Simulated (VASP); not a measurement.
# Ti (Fm-3m) in VASP: further runs

The runs below take Ti through single point, with r2SCAN.

All numbers are computed with VASP 6.6.1; they aren't measurements. Logs are shortened: lines on timing, memory, paths and dates and some standing lists are left out, and cuts for length are marked.

### Step 1. The cell of the first run

Symmetry: Fm-3m, No. 225, cubic system. Conventional cell: a = 3.920 Å, b = 3.920 Å, c = 3.920 Å, α = 90.00°, β = 90.00°, γ = 90.00°. Within 3.7 Å of Ti (site symmetry m-3m) lie 12 Ti at 2.77 Å.

### Step 2. Single point, r2SCAN

POSCAR reads:

```
Ti
1.0
    0.0000000000      1.9599434507      1.9599434507
    1.9599434507      0.0000000000      1.9599434507
    1.9599434507      1.9599434507      0.0000000000
Ti
1
Direct
    0.0000000000      0.0000000000      0.0000000000
```

INCAR.step1 reads:

```
PREC     = Accurate       # precision mode
ENCUT    = 520            # plane-wave cutoff, eV
ISMEAR   = -1             # smearing method
SIGMA    = 0.1            # smearing width, eV
LREAL    = False          # projectors in reciprocal space
LASPH    = True           # aspherical terms in the spheres
NELM     = 100            # most SCF steps
NBANDS   = 12             # bands
GGA      = PE             # functional
ALGO     = Normal         # electronic algorithm
EDIFF    = 1E-4           # SCF threshold, eV
LWAVE    = True           # write WAVECAR
LCHARG   = False          # write CHGCAR
```

INCAR.step2 reads:

```
PREC     = Accurate       # precision mode
ENCUT    = 520            # plane-wave cutoff, eV
EDIFF    = 1E-6           # SCF threshold, eV
ISMEAR   = -1             # smearing method
SIGMA    = 0.1            # smearing width, eV
LREAL    = False          # projectors in reciprocal space
LASPH    = True           # aspherical terms in the spheres
NELM     = 100            # most SCF steps
ALGO     = Normal         # electronic algorithm
ISIF     = 2              # what is computed and relaxed
LWAVE    = False          # write WAVECAR
LCHARG   = False          # write CHGCAR
METAGGA  = R2SCAN         # meta-GGA
LMIXTAU  = True         
NBANDS   = 12             # bands
ISTART   = 1
```

KPOINTS reads:

```
regular mesh
0
Gamma
  12 12 12
```

Potentials or basis: VASP PAW PBE potentials, release 64 (Ti_sv).

On the command line:

```sh
$ cat potpaw_PBE.64/Ti_sv/POTCAR > POTCAR
$ cp INCAR.step1 INCAR
$ mpirun -np 1 vasp_std > vasp.out
$ cp INCAR.step2 INCAR
$ mpirun -np 1 vasp_std > vasp.out
```

OUTCAR:

```text
PREC = Accurate
   ENCUT = 520
   EDIFF = 1E-6
   ISMEAR = -1
   LREAL = False
   LASPH = True
   NELM = 100
   ISIF = 2
   METAGGA = R2SCAN
   ISTART = 1

 ion  position               nearest neighbor table
   1  0.000  0.000  0.000-

  LATTYP: Found a face centered cubic cell.
 ALAT       =     3.9198869014

  Lattice vectors:

 A1 = (   0.0000000000,   1.9599434507,   1.9599434507)
 A2 = (   1.9599434507,   0.0000000000,   1.9599434507)
 A3 = (   1.9599434507,   1.9599434507,   0.0000000000)

Analysis of symmetry for initial positions (statically):
=====================================================================
 Subroutine PRICEL returns:
 Original cell was already a primitive cell.

 Routine SETGRP: Setting up the symmetry group for a
 face centered cubic supercell.

 Subroutine GETGRP returns: Found 48 space group operations
 (whereof 48 operations were pure point group operations)
 out of a pool of 48 trial point group operations.

The static configuration has the point symmetry O_h .

Analysis of symmetry for dynamics (positions and initial velocities):
=====================================================================
 Subroutine PRICEL returns:
 Original cell was already a primitive cell.

 Routine SETGRP: Setting up the symmetry group for a
 face centered cubic supercell.

 Subroutine GETGRP returns: Found 48 space group operations
 (whereof 48 operations were pure point group operations)
 out of a pool of 48 trial point group operations.

The dynamic configuration has the point symmetry O_h .

 Subroutine INISYM returns: Found 48 space group operations
 (whereof 48 operations are pure point group operations),
 and found     1 'primitive' translations

----------------------------------------------------------------------------------------

                                     Primitive cell

  volume of cell :      15.0578

  direct lattice vectors                    reciprocal lattice vectors
     0.000000000  1.959943451  1.959943451    -0.255109401  0.255109401  0.255109401
     1.959943451  0.000000000  1.959943451     0.255109401 -0.255109401  0.255109401
     1.959943451  1.959943451  0.000000000     0.255109401  0.255109401 -0.255109401

  length of vectors
     2.771778609  2.771778609  2.771778609     0.441862444  0.441862444  0.441862444

  position of ions in fractional coordinates (direct lattice)
[... 82 lines left out ...]
   NFREE  =      0    steps in history (QN), initial steepest desc. (CG)
   ISIF   =      2    stress and relaxation
   ISYM   =      2    0-nonsym 1-usesym 2-fastsym
   POTIM  = 0.5000    time-step for ionic-motion
   TEBEG  =    0.0;   TEEND  =   0.0 temperature during run
   PSTRESS=    0.0 pullay stress
   NELECT =      12.0000    total number of electrons
   NUPDOWN=      -1.0000    fix difference up-down
   EMIN   =  10.00;   EMAX   =-10.00  energy-range for DOS
   EFERMI =   0.00;   METHOD = LEGACY
   ISMEAR =    -1;   SIGMA  =   0.10  broadening in eV -4-tet -1-fermi 0-gaus
   EFERMI_NEDOS =   21; number of points for ismear=-14 and -15
   IALGO  =     38    algorithm
   IMIX   =      4    mixing-type and parameters
     AMIX     =   0.40;   BMIX     =  1.00
     AMIX_MAG =   1.60;   BMIX_MAG =  1.00
  volume/ion in A,a.u.               =      15.06       101.61
  Fermi-wavevector in a.u.,A,eV,Ry     =   1.517802  2.868229 31.344041  2.303722
  Thomas-Fermi vector in A             =   2.627008
   LORBIT       =      0    0 simple, 1 ext, 2 COOP (PROOUT), +10 PAW based schemes
   METAGGA = R2SCAN    functional components
   LHFCALC =     F    Hartree Fock is set to
   AEXX    =    0.0000 exact exchange contribution
   IVDW    =     0    specifies the selected vdW correction
   LEPSILON=     F    determine dielectric tensor
   LRPA    =     F    only Hartree local field effects (RPA)
 non-spin polarized calculation
  energy-cutoff  :      520.00
  volume of cell :       15.06
 maximum number of plane-waves:       419
 NGX is ok and might be reduce to    24
   NGX = 11   NGY = 11   NGZ = 11

 number of electron      12.0000001 magnetization

 Free energy of the ion-electron system (eV)
  ---------------------------------------------------
  ext. energy  EPLUGINS =         0.00000000
  ---------------------------------------------------
  free energy    TOTEN  =       -12.76392082 eV

  energy without entropy =      -12.71869931  energy(sigma->0) =      -12.74131006

 E-fermi :   9.8712     XC(G=0): -13.1622

 val. band max:        9.8616887147   @ k =   0.2500   0.0833   0.0000
 cond. band min:       9.8798396330   @ k =   0.4167   0.0833   0.0000
 fundamental gap:      0.0181509184
 Fermi energy:         9.8711807528

 k-point     1 :       0.0000    0.0000    0.0000
  band No.  band energies     occupation
      1     -48.9305      2.00000
      2     -23.5259      2.00000
      3     -23.5259      2.00000
      4     -23.5259      2.00000
      5       3.1132      2.00000
      6      10.9535      0.00004
      7      10.9535      0.00004
      8      10.9535      0.00004
      9      13.1075      0.00000
     10      13.1075      0.00000
     11      26.4137      0.00000
     12      32.0660      0.00000
[... 331 lines left out ...]
 k-point    24 :      -0.4167    0.1667    0.0000
  band No.  band energies     occupation
      1     -48.6806      2.00000
      2     -24.5202      2.00000
      3     -23.8609      2.00000
      4     -23.6986      2.00000
      5       7.5633      2.00000
      6       9.4157      1.97919
      7      10.4979      0.00379
      8      11.4625      0.00000
      9      14.0867      0.00000
     10      15.9513      0.00000
     11      20.0965      0.00000
     12      25.6673      0.00000

 [... further k-points ...]

------------------------ aborting loop because EDIFF is reached ----------------------------------------

  FORCE on cell =-STRESS in cart. coord.  units (eV):
  Direction    XX          YY          ZZ          XY          YZ          ZX
  --------------------------------------------------------------------------------------
  -------------------------------------------------------------------------------------
  Total        1.9415760      1.9415760      1.9415760     -0.0000000     -0.0000000      0.0000000
  in kB      206.5876560    206.5876560    206.5876560     -0.0000000     -0.0000000      0.0000000
  external PRESSURE =     206.5876560 kB  Pullay stress =       0.0000000 kB

 VOLUME and BASIS-vectors are now :
 -----------------------------------------------------------------------------
  energy-cutoff  :      520.00
  volume of cell :       15.06
      direct lattice vectors                 reciprocal lattice vectors
     0.000000000  1.959943451  1.959943451    -0.255109401  0.255109401  0.255109401
     1.959943451  0.000000000  1.959943451     0.255109401 -0.255109401  0.255109401
     1.959943451  1.959943451  0.000000000     0.255109401  0.255109401 -0.255109401

 POSITION                                       TOTAL-FORCE (eV/Angst)
 -----------------------------------------------------------------------------------
      0.00000      0.00000      0.00000         0.000000      0.000000      0.000000
 -----------------------------------------------------------------------------------
    total drift:                               -0.000000     -0.000000     -0.000000

  FREE ENERGIE OF THE ION-ELECTRON SYSTEM (eV)
  ---------------------------------------------------
  free  energy   TOTEN  =       -12.7639208178 eV

  energy  without entropy=      -12.7186993052  energy(sigma->0) =      -12.74131006
```

OUTCAR.step1:

```text
PREC = Accurate
   ENCUT = 520
   ISMEAR = -1
   LREAL = False
   LASPH = True
   NELM = 100
[... 575 lines left out ...]
 POSITION                                       TOTAL-FORCE (eV/Angst)
 -----------------------------------------------------------------------------------
      0.00000      0.00000      0.00000         0.000000     -0.000000     -0.000000
 -----------------------------------------------------------------------------------
    total drift:                               -0.000000     -0.000000     -0.000000

  FREE ENERGIE OF THE ION-ELECTRON SYSTEM (eV)
  ---------------------------------------------------
  free  energy   TOTEN  =        -7.6788536164 eV

  energy  without entropy=       -7.6312335730  energy(sigma->0) =       -7.65504359
```

It took 85 s on 1 thread of AMD EPYC 7R43 (Zen 3), shared host; peak memory 0.11 GiB.

What came out:

```
Free energy            : -12.7639 eV
Pressure               : 20.7 GPa
Band gap on the k mesh : zero (band 6 reaches 10.95 eV, above the bottom of band 7 at 9.39 eV)
```

Caveat: the PAW data sets were made with another functional, which shifts forces and pressure a little.

(Continued in part 2 of 3.)
